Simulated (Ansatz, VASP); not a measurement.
Two plane-wave programs on TiSi2

The input INCAR:

```
  PREC = Accurate
  ENCUT = 520
  EDIFF = 1E-7
  ISMEAR = 0
  SIGMA = 0.15
  LREAL = F
  LASPH = T
  NELM = 60
  ALGO = Normal
  ISIF = 2
  LWAVE = F
  LCHARG = F
  GGA = CA
  NBANDS = 17
```

File KPOINTS:

```
Automatic mesh
0
Gamma
  18 18 18
```

POSCAR

```
TiSi2
1.0
   -1.4142358918      1.6390264877      4.0241028366
    1.4142358918     -1.6390264877      4.0241028366
    1.4142358918      1.6390264877     -4.0241028366
Ti Si
1 2
Direct
    0.0000000000      0.0000000000      0.0000000000
    0.3369712579      0.3369712579      0.0000000000
    0.6630287421      0.6630287421      0.0000000000
```

Input for Ansatz:

```yaml
crystal:
  lattice:
    - [-1.4142358918, 1.6390264877, 4.0241028366]
    - [1.4142358918, -1.6390264877, 4.0241028366]
    - [1.4142358918, 1.6390264877, -4.0241028366]
  atoms:
    - { symbol: Ti, position: [0.0, 0.0, 0.0] }
    - { symbol: Si, position: [0.3369712579, 0.3369712579, 0.0] }
    - { symbol: Si, position: [0.6630287421, 0.6630287421, 0.0] }
basis:
  ecutwfc: 520.0
kpoints:
  mp_grid: { grid: [18, 18, 18] }
hamiltonian:
  xc: lda
  pseudopotentials: { kind: paw, azcp: { folder: soft_1 } }
scf:
  occupations: { method: gaussian, width: 0.15 }
output:
  forces: true
  stress: true
  eigenvalues: true
```

Alike in both runs: task single point; functional LDA; k mesh 18 × 18 × 18; occupations gaussian, width 0.15 eV; no spin polarisation.

|  | VASP | Ansatz |
| --- | --- | --- |
| version | VASP 6.6.1 | Ansatz 0.2.0 |
| potentials or method | VASP PAW LDA potentials, release 64 (Ti_sv, Si), cutoff 520 eV | scalar-relativistic, plane waves, PAW |
| valence electrons in the cell | 20 | 20 |

```tsv
	VASP	Ansatz	Ansatz less VASP
gap on the k mesh at the Fermi level (eV)	none	none	-
pressure (GPa)	16.4	16.2	-0.21
traceless stress, the component that is largest in VASP (GPa)	2.11	2.07	-0.039
rms of the force components (eV/Å)	0.357	0.355	-0.0019
```

Ansatz warns that its potentials were made for another functional, while VASP's fit it. LDA's correlation is that of Perdew and Zunger in VASP and of Perdew and Wang (1992) in Ansatz. Atom by atom the forces differ by 0.002 eV/Å (rms over components). A gap of «none» marks a metal or a gap that the smearing closes.
